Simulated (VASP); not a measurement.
Crystal: Si2Sn.

```
CELL_PARAMETERS angstrom
0.00000 3.00611 3.00611
3.00611 0.00000 3.00611
3.00611 3.00611 0.00000
ATOMIC_POSITIONS crystal
Si 0.25000 0.25000 0.25000
Si 0.75000 0.75000 0.75000
Sn 0.00000 0.00000 0.00000
```

```yaml
Program: VASP 6.6.1
Task: relaxation of cell and atoms
Functional: r2SCAN
Potentials_or_basis: VASP PAW PBE potentials, release 64 (Si, Sn_d)
Cutoff: 600 eV
k_mesh: 6 × 6 × 6
Occupations: gaussian, width 0.1 eV
Spin: no spin polarisation
```

At the start: pressure 24.2 GPa; volume 18.11 Å³/atom.

Problem. How do energy, volume and symmetry change on relaxing?

Solution. Over 4 steps the energy falls by 305.4 meV/atom and the volume is 23.28 Å³/atom (+28.5 %); space group Fm-3m (No. 225, to 0.1 Å) before and after.

The path:
```tsv
step	energy change (eV)	largest force (eV/Å)	pressure (GPa)	volume (Å³)
1	0.0000	0.0000	24.23	54.33
2	-0.7506	0.0000	-5.29	78.83
3	-0.9160	0.0000	0.31	69.39
4	-0.9163	0.0000	-0.05	69.83
```

Final structure:
```yaml
crystal:
  lattice:
    - [0.00000, 3.26846, 3.26846]
    - [3.26846, 0.00000, 3.26846]
    - [3.26846, 3.26846, 0.00000]
  atoms:
    - { symbol: Si, position: [0.25000, 0.25000, 0.25000] }
    - { symbol: Si, position: [0.75000, 0.75000, 0.75000] }
    - { symbol: Sn, position: [0.00000, 0.00000, 0.00000] }
```

Caveat: the volume moved by over 15 % at a fixed basis, so the end points are rough; the PAW data sets were made with another functional, which shifts forces and pressure a little.
